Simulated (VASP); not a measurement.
C:

```
C
1.0
     1.19239   -2.06528    0.00000
     1.19239    2.06528    0.00000
     0.00000    0.00000    5.65596
C
6
Direct
  0.00000 0.50000 0.33333
  0.50000 0.00000 0.66667
  0.50000 0.00000 0.16667
  0.00000 0.50000 0.83333
  0.00000 0.00000 0.50000
  0.50000 0.50000 0.00000
```

- Program: VASP 6.6.1
- Task: relaxation of cell and atoms
- Functional: PBE
- Potentials or basis: VASP PAW PBE potentials, release 64 (C)
- Cutoff: 600 eV
- k mesh: 12 × 12 × 4
- Occupations: gaussian, width 0.1 eV
- Spin: no spin polarisation

At the start: pressure 105.7 GPa; volume 4.64 Å³/atom.

Problem. Where does the relaxation end?

Solution. Over 8 steps the energy falls by 358.5 meV/atom and the volume is 5.55 Å³/atom (+19.5 %); space group Ccce (No. 68, to 0.05 Å).

Step by step:
| step | energy change (eV) | largest force (eV/Å) | pressure (GPa) | volume (Å³) |
| --- | --- | --- | --- | --- |
| 1 | 0.0000 | 0.0581 | 105.72 | 27.86 |
| 2 | 0.1109 | 0.2757 | -60.49 | 41.81 |
| 3 | -2.1179 | 0.1266 | -7.88 | 33.94 |
| 4 | -2.1226 | 0.1207 | -4.82 | 33.68 |
| 5 | -2.1226 | 0.1177 | -3.35 | 33.55 |
| 6 | -2.1437 | 0.0765 | 2.75 | 33.04 |
| 7 | -2.1508 | 0.0043 | 0.62 | 33.21 |
| 8 | -2.1509 | 0.0206 | -0.38 | 33.29 |

Final structure:
```cif
data_structure
_symmetry_space_group_name_H-M 'P 1'
_symmetry_Int_Tables_number 1
_cell_length_a 2.6183
_cell_length_b 2.6183
_cell_length_c 5.6647
_cell_angle_alpha 90.000
_cell_angle_beta 90.000
_cell_angle_gamma 120.981
_cell_volume 33.29
loop_
_atom_site_label
_atom_site_type_symbol
_atom_site_fract_x
_atom_site_fract_y
_atom_site_fract_z
_atom_site_occupancy
C1 C 0.00000 0.50000 0.33300 1
C2 C 0.50000 0.00000 0.66700 1
C3 C 0.50000 0.00000 0.16700 1
C4 C 0.00000 0.50000 0.83300 1
C5 C 0.00000 0.00000 0.50000 1
C6 C 0.50000 0.50000 0.00000 1
```

Caveat: the volume moved by over 15 % at a fixed basis, so the end points are rough.
